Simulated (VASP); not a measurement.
# Al2Cu: single point with PBEsol

Al2Cu:

```
Al Cu
1.0
     4.13179    0.00000    0.00000
     0.00000    4.13179    0.00000
     0.00000    0.00000    2.77959
Al Cu
2 1
Direct
  0.50249 0.00000 0.50000
  0.96369 0.50000 0.50000
  0.01436 0.00000 0.00000
```

This cell differs from its parent crystal: mode 4 frozen in at -0.148 Å, strain +e along z and -e/2 along x and y -0.0233.

```json
{
  "Program": "VASP 6.6.1",
  "Task": "single point",
  "Functional": "PBEsol",
  "Potentials or basis": "VASP PAW PBE potentials, release 64 (Al, Cu)",
  "Cutoff": "520 eV",
  "k mesh": "10 × 10 × 14",
  "Occupations": "gaussian, width 0.15 eV",
  "Spin": "no spin polarisation"
}
```

```
Pressure      : 0.7 GPa
Largest force : 0.301 eV/Å
```

Forces on the atoms (eV/Å):
```
Al   0.015  0.000  0.000
Al   0.286  0.000  0.000
Cu  -0.301  0.000  0.000
```

Stress tensor (GPa, compression positive):
```
 0.37  0.00  0.00
 0.00 -0.37  0.00
 0.00  0.00  2.12
```

Levels at points of the mesh, in eV from the Fermi level:
```
           k point  band 5  band 6  band 7  band 8  band 9  band 10  band 11  band 12  band 13  band 14
(0.00, 0.00, 0.00)   -4.11   -4.09   -2.66   -2.66   -0.39     0.58     5.68     5.85     6.85     7.16
(0.50, 0.00, 0.00)   -4.52   -4.13   -4.08   -1.36    1.25     1.31     1.73     7.99     8.51     9.29
(0.00, 0.50, 0.00)   -4.50   -4.11   -4.10   -1.41    0.93     1.56     1.85     8.02     8.50     9.15
(0.50, 0.50, 0.00)   -4.54   -4.42   -4.12   -4.10   -2.58     8.40     8.42     9.46     9.60    10.32
(0.00, 0.00, 0.50)   -4.90   -4.19   -2.92    2.10    2.53     2.65     2.67     2.80     3.39     3.89
(0.50, 0.00, 0.50)   -4.29   -4.27   -3.19   -2.31   -1.54     3.56     3.89     4.78     5.06     5.67
(0.00, 0.50, 0.50)   -4.29   -4.26   -3.11   -2.34   -1.54     3.80     3.87     4.44     5.13     5.87
(0.50, 0.50, 0.50)   -4.04   -3.37   -2.42   -2.34   -0.79    -0.65     0.12     0.30     2.31    11.51
```

Run time: 82 s on 1 thread of Intel(R) Xeon(R) 6975P-C (Granite Rapids), on a shared host, peak memory 0.32 GiB.

Caveat: the cell differs from its parent crystal (mode 4 frozen in at -0.148 Å, strain +e along z and -e/2 along x and y -0.0233); the PAW data sets were made with another functional, which shifts forces and pressure a little.
